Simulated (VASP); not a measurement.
# Ge5H2 in VASP: further runs

Runs on Ge5H2. Level: PBE. Tasks: single point.

All numbers are computed with VASP 6.6.1; they aren't measurements. Logs are shortened: lines on timing, memory, paths and dates and some standing lists are left out, and cuts for length are marked.

## 1. The cell of the first run

The cell holds a slab with vacuum, 28 atoms: a = 8.147 Å, b = 8.147 Å, c = 19.518 Å, α = 90.00°, β = 90.00°, γ = 90.00°.

## 2. Single point, PBE

File INCAR:

```
SYSTEM = Ge5H2
PREC = Accurate
ENCUT = 410
EDIFF = 1E-6
ISMEAR = 0
SIGMA = 0.05
LREAL = .FALSE.
LASPH = .TRUE.
NELM = 120
ALGO = Normal
ISIF = 2
LWAVE = .FALSE.
LCHARG = .FALSE.
LDIPOL = .TRUE.
IDIPOL = 3
DIPOL = 0.5 0.5 0.341
GGA = PE
NBANDS = 164
GGA_COMPAT = .FALSE.
NELMDL = -8
```

File KPOINTS:

```
regular mesh
0
G
  3 3 1
  0 0 0
```

File POSCAR:

```
Ge5H2
1.0
    8.1473826809      0.0000000000      0.0000000000
    0.0000000000      8.1473826809      0.0000000000
    0.0000000000      0.0000000000     19.5175094652
Ge H
20 8
Direct
    0.5000000000      0.5000000000      0.2513865784
    0.5000000000      0.0000000000      0.2513865784
    0.0000000000      0.5000000000      0.2513865784
    0.0000000000      0.0000000000      0.2513865784
    0.7500000000      0.5000000000      0.3251801834
    0.7500000000      0.0000000000      0.3251801834
    0.2500000000      0.5000000000      0.3251801834
    0.2500000000      0.0000000000      0.3251801834
    0.7428359690      0.7489033604      0.4001261095
    0.7428359690      0.2510966396      0.4001261095
    0.2625831317      0.7478649137      0.3949662758
    0.2625831317      0.2521350863      0.3949662758
    0.0000746973      0.7466425105      0.4726961427
    0.0000746973      0.2533574895      0.4726961427
    0.4951286262      0.7489206027      0.4780525061
    0.4951286262      0.2510793973      0.4780525061
    0.1503545943      0.0000000000      0.4989637774
    0.1519539973      0.5000000000      0.5100307632
    0.4313691325      0.0000000000      0.5515298019
    0.4429741520      0.5000000000      0.5553287038
    0.5083944213      0.6502083350      0.2033868863
    0.5083944213      0.3497916650      0.2033868863
    0.5083944213      0.1502083350      0.2033868863
    0.5083944213     -0.1502083350      0.2033868863
   -0.0083944213      0.3497916650      0.2033868863
   -0.0083944213      0.6502083350      0.2033868863
   -0.0083944213     -0.1502083350      0.2033868863
   -0.0083944213      0.1502083350      0.2033868863
```

Potentials or basis: VASP PAW PBE potentials, release 64 (Ge_d, H).

The run is started by

```
$ cat potpaw_PBE.64/Ge_d/POTCAR potpaw_PBE.64/H/POTCAR > POTCAR
$ mpirun -np 1 vasp_std > vasp.out
```

OUTCAR:

```text
SYSTEM = Ge5H2
   PREC = Accurate
   ENCUT = 410
   EDIFF = 1E-6
   ISMEAR = 0
   LREAL = .FALSE.
   LASPH = .TRUE.
   NELM = 120
   ISIF = 2
   GGA = PE
   NELMDL = -8

 ion  position               nearest neighbor table
   1  0.500  0.500  0.251-  21 1.54  22 1.54   5 2.49   7 2.49
   2  0.500  0.000  0.251-  23 1.54  24 1.54   6 2.49   8 2.49
   3  0.000  0.500  0.251-  25 1.54  26 1.54   5 2.49   7 2.49
   4  0.000  0.000  0.251-  27 1.54  28 1.54   6 2.49   8 2.49
   5  0.750  0.500  0.325-   1 2.49   3 2.49   9 2.50  10 2.50
   6  0.750  0.000  0.325-   2 2.49   4 2.49   9 2.52  10 2.52
[... 8 lines left out ...]
  15  0.495  0.749  0.478-  11 2.49   9 2.53  19 2.55  20 2.56
  16  0.495  0.251  0.478-  12 2.49  10 2.53  19 2.55  20 2.56
  17  0.150  0.000  0.499-  13 2.45  14 2.45  19 2.51
  18  0.152  0.500  0.510-  13 2.47  14 2.47  20 2.53
  19  0.431  0.000  0.552-  17 2.51  16 2.55  15 2.55
  20  0.443  0.500  0.555-  18 2.53  16 2.56  15 2.56
  21  0.508  0.650  0.203-   1 1.54
  22  0.508  0.350  0.203-   1 1.54
  23  0.508  0.150  0.203-   2 1.54
  24  0.508  0.850  0.203-   2 1.54
  25  0.992  0.350  0.203-   3 1.54
  26  0.992  0.650  0.203-   3 1.54
  27  0.992  0.850  0.203-   4 1.54
  28  0.992  0.150  0.203-   4 1.54

  LATTYP: Found a simple tetragonal cell.
 ALAT       =     8.1473826809
 C/A-ratio  =     2.3955557545

  Lattice vectors:

 A1 = (   8.1473826809,   0.0000000000,   0.0000000000)
 A2 = (   0.0000000000,   8.1473826809,   0.0000000000)
 A3 = (   0.0000000000,   0.0000000000,  19.5175094652)

Analysis of symmetry for initial positions (statically):
=====================================================================
 Subroutine PRICEL returns:
 Original cell was already a primitive cell.

 Routine SETGRP: Setting up the symmetry group for a
 simple tetragonal supercell.

 Subroutine GETGRP returns: Found  2 space group operations
 (whereof  2 operations were pure point group operations)
 out of a pool of 16 trial point group operations.

The static configuration has the point symmetry C_1h.

Analysis of symmetry for dynamics (positions and initial velocities):
=====================================================================
 Subroutine PRICEL returns:
 Original cell was already a primitive cell.

 Routine SETGRP: Setting up the symmetry group for a
 simple tetragonal supercell.

 Subroutine GETGRP returns: Found  2 space group operations
 (whereof  2 operations were pure point group operations)
 out of a pool of 16 trial point group operations.

The dynamic configuration has the point symmetry C_1h.

 Subroutine INISYM returns: Found  2 space group operations
 (whereof  2 operations are pure point group operations),
 and found     1 'primitive' translations

----------------------------------------------------------------------------------------

                                     Primitive cell

  volume of cell :    1295.5692

  direct lattice vectors                    reciprocal lattice vectors
     8.147382681  0.000000000  0.000000000     0.122738803  0.000000000  0.000000000
     0.000000000  8.147382681  0.000000000     0.000000000  0.122738803  0.000000000
     0.000000000  0.000000000 19.517509465     0.000000000  0.000000000  0.051236045

  length of vectors
     8.147382681  8.147382681 19.517509465     0.122738803  0.122738803  0.051236045

  position of ions in fractional coordinates (direct lattice)
     0.500000000  0.500000000  0.251386578
     0.500000000  0.000000000  0.251386578
     0.000000000  0.500000000  0.251386578
     0.000000000  0.000000000  0.251386578
     0.750000000  0.500000000  0.325180183
     0.750000000  0.000000000  0.325180183
[... 20 lines left out ...]
     0.991605579  0.849791665  0.203386886
     0.991605579  0.150208335  0.203386886

  ion indices of the primitive-cell ions
   primitive index   ion index
                 1           1
                 2           2
                 3           3
                 4           4
                 5           5
                 6           6
[... 20 lines left out ...]
                27          27
                28          28

----------------------------------------------------------------------------------------

 KPOINTS: regular mesh

Automatic generation of k-mesh.
 Grid dimensions read from file:
 generate k-points for:    3    3    1

 Generating k-lattice:

  Cartesian coordinates                     Fractional coordinates (reciprocal lattice)
     0.040912934  0.000000000  0.000000000     0.333333333  0.000000000  0.000000000
     0.000000000  0.040912934  0.000000000     0.000000000  0.333333333  0.000000000
     0.000000000  0.000000000  0.051236045     0.000000000  0.000000000  1.000000000

  Length of vectors
     0.040912934  0.040912934  0.051236045

  Shift w.r.t. Gamma in fractional coordinates (k-lattice)
     0.000000000  0.000000000  0.000000000

 Subroutine IBZKPT returns following result:
 ===========================================

 Found      4 irreducible k-points:

 Following reciprocal coordinates:
            Coordinates               Weight
  0.000000  0.000000  0.000000      1.000000
  0.333333  0.000000  0.000000      2.000000
  0.000000  0.333333  0.000000      2.000000
  0.333333  0.333333  0.000000      4.000000
   k-points           NKPTS =      4   k-points in BZ     NKDIM =      4   number of bands    NBANDS=    164
   number of dos      NEDOS =    301   number of ions     NIONS =     28
   total plane-waves  NPLWV = 408240
   dimension x,y,z NGX =    54 NGY =   54 NGZ =  140
   dimension x,y,z NGXF=   108 NGYF=  108 NGZF=  280
   ions per type =              20   8
   NGX,Y,Z   is equivalent  to a cutoff of  11.02, 11.02, 11.92 a.u.
   NGXF,Y,Z  is equivalent  to a cutoff of  22.04, 22.04, 23.85 a.u.
 SYSTEM =  Ge5H2
   PREC   = accura    normal or accurate (medium, high low for compatibility)
   ISTART =      0    job   : 0-new  1-cont  2-samecut
   ICHARG =      2    charge: 1-file 2-atom 10-const
   ISPIN  =      1    spin polarized calculation?
   LNONCOLLINEAR =      F non collinear calculations
   LSORBIT =      F    spin-orbit coupling
   LASPH  =      T    aspherical Exc in radial PAW
   ENCUT  =  410.0 eV  30.13 Ry    5.49 a.u.  13.45 13.45 32.22*2*pi/ulx,y,z
   NELM   =    120;   NELMIN=  2; NELMDL= -8     # of ELM steps
   EDIFF  = 0.1E-05   stopping-criterion for ELM
   LREAL  =      F    real-space projection
[... 7 lines left out ...]
   TEBEG  =    0.0;   TEEND  =   0.0 temperature during run
   PSTRESS=    0.0 pullay stress
   NELECT =     288.0000    total number of electrons
   NUPDOWN=      -1.0000    fix difference up-down
   EMIN   =  10.00;   EMAX   =-10.00  energy-range for DOS
   EFERMI =   0.00;   METHOD = LEGACY
   ISMEAR =     0;   SIGMA  =   0.05  broadening in eV -4-tet -1-fermi 0-gaus
   EFERMI_NEDOS =   21; number of points for ismear=-14 and -15
   IALGO  =     38    algorithm
   IMIX   =      4    mixing-type and parameters
     AMIX     =   0.40;   BMIX     =  1.00
     AMIX_MAG =   1.60;   BMIX_MAG =  1.00
  volume/ion in A,a.u.               =      46.27       312.25
  Fermi-wavevector in a.u.,A,eV,Ry     =   0.991712  1.874063 13.381223  0.983492
  Thomas-Fermi vector in A             =   2.123472
   LORBIT       =      0    0 simple, 1 ext, 2 COOP (PROOUT), +10 PAW based schemes
   GGA     = PE    functional components
   LHFCALC =     F    Hartree Fock is set to
   AEXX    =    0.0000 exact exchange contribution
   IVDW    =     0    specifies the selected vdW correction
   LEPSILON=     F    determine dielectric tensor
   LRPA    =     F    only Hartree local field effects (RPA)
 non-spin polarized calculation
 Gauss-broadening in eV      SIGMA  =   0.05
  energy-cutoff  :      410.00
  volume of cell :     1295.57
 maximum number of plane-waves:     24481
 NGX is ok and might be reduce to    54
   NGX = 27   NGY = 27   NGZ = 65

 dipolmoment           0.000000      0.000000     -0.009939 electrons x Angstroem

 number of electron     288.0000271 magnetization

 dipolmoment           0.000000      0.000000      0.034100 electrons x Angstroem

 Free energy of the ion-electron system (eV)
  ---------------------------------------------------
  ext. energy  EPLUGINS =         0.00000000
  ---------------------------------------------------
  free energy    TOTEN  =      -111.18887656 eV

  energy without entropy =     -111.18887656  energy(sigma->0) =     -111.18887656

 E-fermi :  -1.1861     XC(G=0):  -4.4899

 val. band max:       -1.4651461460   @ k =   0.3333   0.3333   0.0000
 cond. band min:      -0.8716512645   @ k =   0.3333   0.0000   0.0000
 fundamental gap:      0.5934948816
 Fermi energy:        -1.1860739544

 k-point     1 :       0.0000    0.0000    0.0000
  band No.  band energies     occupation
      1     -26.1739      2.00000
      2     -26.1345      2.00000
      3     -26.0965      2.00000
      4     -26.0947      2.00000
      5     -26.0540      2.00000
      6     -26.0483      2.00000
[... 148 lines left out ...]
    155       1.0818      0.00000
    156       1.2076      0.00000

 k-point     2 :       0.3333    0.0000    0.0000
  band No.  band energies     occupation
      1     -26.1739      2.00000
      2     -26.1345      2.00000
      3     -26.0965      2.00000
      4     -26.0947      2.00000
      5     -26.0540      2.00000
      6     -26.0484      2.00000
[... 148 lines left out ...]
    155       1.4478      0.00000
    156       1.7192      0.00000

 k-point     3 :       0.0000    0.3333    0.0000
  band No.  band energies     occupation
      1     -26.1738      2.00000
      2     -26.1345      2.00000
      3     -26.0965      2.00000
      4     -26.0948      2.00000
      5     -26.0542      2.00000
      6     -26.0493      2.00000
[... 148 lines left out ...]
    155       1.5280      0.00000
    156       1.6404      0.00000

 k-point     4 :       0.3333    0.3333    0.0000
  band No.  band energies     occupation
      1     -26.1738      2.00000
      2     -26.1345      2.00000
      3     -26.0965      2.00000
      4     -26.0947      2.00000
      5     -26.0542      2.00000
      6     -26.0493      2.00000
[... 148 lines left out ...]
    155       1.7185      0.00000
    156       1.7775      0.00000
 [bands above 156 left out]

------------------------ aborting loop because EDIFF is reached ----------------------------------------

 vacuum level on the upper side and lower side of the slab       (xc-potential included)        -0.177        -0.208

  FORCE on cell =-STRESS in cart. coord.  units (eV):
  Direction    XX          YY          ZZ          XY          YZ          ZX
  --------------------------------------------------------------------------------------
  -------------------------------------------------------------------------------------
  Total       -5.4236567      9.4910763     -1.0901795      0.0000000      0.0000000     -0.0482684
  in kB       -6.7072137     11.7372247     -1.3481802      0.0000000      0.0000000     -0.0596915
  external PRESSURE =       1.2272769 kB  Pullay stress =       0.0000000 kB

 VOLUME and BASIS-vectors are now :
 -----------------------------------------------------------------------------
  energy-cutoff  :      410.00
  volume of cell :     1295.57
      direct lattice vectors                 reciprocal lattice vectors
     8.147382681  0.000000000  0.000000000     0.122738803  0.000000000  0.000000000
     0.000000000  8.147382681  0.000000000     0.000000000  0.122738803  0.000000000
     0.000000000  0.000000000 19.517509465     0.000000000  0.000000000  0.051236045

 POSITION                                       TOTAL-FORCE (eV/Angst)
 -----------------------------------------------------------------------------------
      4.07369      4.07369      4.90644         0.042164      0.000000      0.174956
      4.07369      0.00000      4.90644         0.054887      0.000000      0.181066
      0.00000      4.07369      4.90644        -0.091901      0.000000      0.216578
      0.00000      0.00000      4.90644        -0.126276      0.000000      0.222533
      6.11054      4.07369      6.34671         0.006212      0.000000     -0.025558
      6.11054      0.00000      6.34671         0.056004      0.000000      0.096074
[... 20 lines left out ...]
      8.07899      6.92358      3.96961         0.057227      0.039430      0.039277
      8.07899      1.22380      3.96961         0.057227     -0.039430      0.039277
 -----------------------------------------------------------------------------------
    total drift:                               -0.007679      0.000000     -0.009381

  FREE ENERGIE OF THE ION-ELECTRON SYSTEM (eV)
  ---------------------------------------------------
  free  energy   TOTEN  =      -111.1888765590 eV

  energy  without entropy=     -111.1888765590  energy(sigma->0) =     -111.18887656

 vacuum level on the upper side and lower side of the slab         3.183         3.150
```

Wall time 40 min (1 thread of AMD EPYC 9755, shared host); peak memory 0.97 GiB.

What came out:

```yaml
Free_energy: -111.1889 eV
Largest_force: 0.969 eV/Å
Band_gap_on_the_k_mesh: 0.59 eV
```

Forces in eV/Å, atoms in the order of the input:
```
Ge   0.042  0.000  0.175
Ge   0.055  0.000  0.181
Ge  -0.092  0.000  0.217
Ge  -0.126  0.000  0.223
Ge   0.006  0.000 -0.026
Ge   0.056  0.000  0.096
Ge  -0.024  0.000 -0.969
Ge  -0.002  0.000 -0.714
Ge  -0.002  0.001 -0.004
Ge  -0.002 -0.001 -0.004
Ge   0.002  0.006 -0.002
Ge   0.002 -0.006 -0.002
Ge  -0.007  0.003  0.005
Ge  -0.007 -0.003  0.005
Ge   0.000  0.003 -0.003
Ge   0.000 -0.003 -0.003
Ge  -0.009  0.000  0.533
Ge   0.015  0.000  0.077
Ge   0.004  0.000  0.007
Ge  -0.003  0.000 -0.003
H   -0.026 -0.046  0.013
H   -0.026  0.046  0.013
H   -0.030 -0.038  0.024
H   -0.030  0.038  0.024
H    0.046  0.046  0.029
H    0.046 -0.046  0.029
H    0.057  0.039  0.039
H    0.057 -0.039  0.039
```

Levels at points of the mesh, in eV from the valence-band top:
```csv
k point,band 141,band 142,band 143,band 144,band 145,band 146,band 147,band 148
"(0.00, 0.00, 0.00)",-0.66,-0.41,-0.38,-0.16,0.61,0.71,0.85,1.23
```

## 3. Single point, PBE

INCAR: that of step 2 with these lines changed.

```diff
@@ -15,3 +15,3 @@
 IDIPOL = 3
-DIPOL = 0.5 0.5 0.341
+DIPOL = 0.5 0.5 0.340
 GGA = PE
```

File KPOINTS:

```
Automatic mesh
0
G
  3 3 1
  0 0 0
```

File POSCAR:

```
Ge5H2
1.0
    8.1473826809      0.0000000000      0.0000000000
    0.0000000000      8.1473826809      0.0000000000
    0.0000000000      0.0000000000     19.5175094652
Ge H
20 8
Direct
    0.5000000000      0.5000000000      0.2513865784
    0.5000000000      0.0000000000      0.2513865784
    0.0000000000      0.5000000000      0.2513865784
    0.0000000000      0.0000000000      0.2513865784
    0.7500000000      0.5000000000      0.3251801834
    0.7500000000      0.0000000000      0.3251801834
    0.2500000000      0.5000000000      0.3251801834
    0.2500000000      0.0000000000      0.3251801834
    0.7424697630      0.7501157563      0.3992674677
    0.7424697630      0.2498842437      0.3992674677
    0.2633078549      0.7497958159      0.3945242859
    0.2633078549      0.2502041841      0.3945242859
   -0.0029022539      0.7501776035      0.4722273098
   -0.0029022539      0.2498223965      0.4722273098
    0.4964215139      0.7496367714      0.4775213626
    0.4964215139      0.2503632286      0.4775213626
    0.1530390206      0.0000000000      0.4989637774
    0.1514531256      0.5000000000      0.4989637774
    0.4345139174      0.0000000000      0.5516140678
    0.4333554803      0.5000000000      0.5520427002
    0.5083944213      0.6502083350      0.2033868863
    0.5083944213      0.3497916650      0.2033868863
    0.5083944213      0.1502083350      0.2033868863
    0.5083944213     -0.1502083350      0.2033868863
   -0.0083944213      0.3497916650      0.2033868863
   -0.0083944213      0.6502083350      0.2033868863
   -0.0083944213     -0.1502083350      0.2033868863
   -0.0083944213      0.1502083350      0.2033868863
```

Potentials or basis: VASP PAW PBE potentials, release 64 (Ge_d, H).

The run is started by

```
$ cat potpaw_PBE.64/Ge_d/POTCAR potpaw_PBE.64/H/POTCAR > POTCAR
$ mpirun -np 1 vasp_std > vasp.out
```

Wall time 47 min (1 thread of Oxide Virtual Turin-like, shared host); peak memory 1 GiB.

It converged, with:

- Free energy: -111.1283 eV
- Largest force: 0.934 eV/Å
- Band gap on the k mesh: 0.57 eV

Forces in eV/Å, atoms in the order of the input:
```
Ge   0.070  0.000  0.163
Ge   0.072  0.000  0.162
Ge  -0.130  0.000  0.219
Ge  -0.129  0.000  0.219
Ge   0.008  0.000 -0.057
Ge   0.001  0.000 -0.065
Ge   0.001  0.000 -0.934
Ge   0.002  0.000 -0.909
Ge   0.003 -0.009  0.000
Ge   0.003  0.009  0.000
Ge   0.003  0.011 -0.006
Ge   0.003 -0.011 -0.006
Ge  -0.006  0.012  0.019
Ge  -0.006 -0.012  0.019
Ge   0.001  0.001 -0.009
Ge   0.001 -0.001 -0.009
Ge  -0.031  0.000  0.476
Ge   0.019  0.000  0.490
Ge   0.007  0.000  0.022
Ge   0.003  0.000  0.001
H   -0.031 -0.041  0.016
H   -0.031  0.041  0.016
H   -0.032 -0.040  0.017
H   -0.032  0.040  0.017
H    0.058  0.044  0.034
H    0.058 -0.044  0.034
H    0.057  0.044  0.035
H    0.057 -0.044  0.035
```

Levels at points of the mesh, in eV from the valence-band top:
```
           k point  band 142  band 143  band 144  band 145  band 146  band 147
(0.00, 0.00, 0.00)     -0.45     -0.38     -0.20      0.58      0.80      0.88
```
